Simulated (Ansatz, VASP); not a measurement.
**One calculation of Ti18Si, two programs**

Contents of INCAR:

```
SYSTEM = Ti18Si
  PREC = Accurate
  ENCUT = 520
  EDIFF = 1E-7
  ISMEAR = 0
  SIGMA = 0.1
  LREAL = Auto
  LASPH = .TRUE.
  NELM = 100
  ALGO = Normal
  ISIF = 2
  LWAVE = .FALSE.
  LCHARG = .FALSE.
  LDIPOL = .TRUE.
  IDIPOL = 3
  DIPOL = 0.5 0.5 0.299
  GGA = PE
  IVDW = 12
  NBANDS = 125
```

The input KPOINTS:

```
regular mesh
0
G
  5 4 1
  0 0 0
```

Contents of POSCAR:

```
Ti18Si
1.0
    5.5706966049      0.0000000000      0.0000000000
    0.0000000000      7.7847098564      0.0000000000
    0.0000000000      0.0000000000     21.5200068025
Ti Si
18 1
Direct
    0.0000000000      0.5000000000      0.1858735472
    0.5000000000      0.5000000000      0.1858735472
    0.2500000000      0.1666666667      0.1858735472
    0.7500000000      0.1666666667      0.1858735472
    0.2500000000      0.8333333333      0.1858735472
    0.7500000000      0.8333333333      0.1858735472
    0.0000000000      0.0000000000      0.2887684190
    0.5000000000      0.0000000000      0.2887684190
    0.2500000000      0.6672597319      0.2880966778
    0.7500000000      0.6672597319      0.2880966778
    0.2500000000      0.3327402681      0.2880966778
    0.7500000000      0.3327402681      0.2880966778
    0.0000000000      0.5000000000      0.3885221775
    0.5000000000      0.5000000000      0.3885221775
    0.2500000000      0.1667007587      0.3912641329
    0.7500000000      0.1667007587      0.3912641329
    0.2500000000      0.8332992413      0.3912641329
    0.7500000000      0.8332992413      0.3912641329
    0.3750000000      0.6667007587      0.4934945839
```

Input for Ansatz:

```yaml
crystal:
  lattice:
    - [5.5706966049, 0.0, 0.0]
    - [0.0, 7.7847098564, 0.0]
    - [0.0, 0.0, 21.5200068025]
  atoms:
    - { symbol: Ti, position: [0.0, 0.5, 0.1858735472] }
    - { symbol: Ti, position: [0.5, 0.5, 0.1858735472] }
    - { symbol: Ti, position: [0.25, 0.1666666667, 0.1858735472] }
    - { symbol: Ti, position: [0.75, 0.1666666667, 0.1858735472] }
    - { symbol: Ti, position: [0.25, 0.8333333333, 0.1858735472] }
    - { symbol: Ti, position: [0.75, 0.8333333333, 0.1858735472] }
    - { symbol: Ti, position: [0.0, 0.0, 0.288768419] }
    - { symbol: Ti, position: [0.5, 0.0, 0.288768419] }
    - { symbol: Ti, position: [0.25, 0.6672597319, 0.2880966778] }
    - { symbol: Ti, position: [0.75, 0.6672597319, 0.2880966778] }
    - { symbol: Ti, position: [0.25, 0.3327402681, 0.2880966778] }
    - { symbol: Ti, position: [0.75, 0.3327402681, 0.2880966778] }
    - { symbol: Ti, position: [0.0, 0.5, 0.3885221775] }
    - { symbol: Ti, position: [0.5, 0.5, 0.3885221775] }
    - { symbol: Ti, position: [0.25, 0.1667007587, 0.3912641329] }
    - { symbol: Ti, position: [0.75, 0.1667007587, 0.3912641329] }
    - { symbol: Ti, position: [0.25, 0.8332992413, 0.3912641329] }
    - { symbol: Ti, position: [0.75, 0.8332992413, 0.3912641329] }
    - { symbol: Si, position: [0.375, 0.6667007587, 0.4934945839] }
basis:
  ecutwfc: 420
kpoints:
  mp_grid: { grid: [5, 4, 1] }
hamiltonian:
  xc: pbe
  pseudopotentials: { kind: paw, azcp: { folder: soft_1 } }
  dispersion: d3bj
scf:
  occupations: { method: gaussian, width: 0.1 }
output:
  forces: true
  eigenvalues: true
efield:
  axis: 3
  dipole_correction: true
  ramp_width: 0.04
```

Alike in both runs: task single point; functional PBE; dispersion D3(BJ); k mesh 5 × 4 × 1; occupations gaussian, width 0.1 eV; no spin polarisation.

|  | VASP | Ansatz |
| --- | --- | --- |
| version | VASP 6.6.1 | Ansatz 0.2.0 |
| potentials or method | VASP PAW PBE potentials, release 64 (Ti_sv, Si), cutoff 520 eV | scalar-relativistic, plane waves, PAW |
| valence electrons in the cell | 220 | 220 |

Ansatz gave:

| Property | Result |
| --- | --- |
| gap on the k mesh at the Fermi level (eV) | none |
| rms of the force components (eV/Å) | 0.337 |

Task: Which values does VASP return?

Result: gap on the k mesh at the Fermi level (eV): none; rms of the force components (eV/Å): 0.335.

Atom by atom the forces differ by 0.009 eV/Å (rms over components). A gap of «none» marks a metal or a gap that the smearing closes.
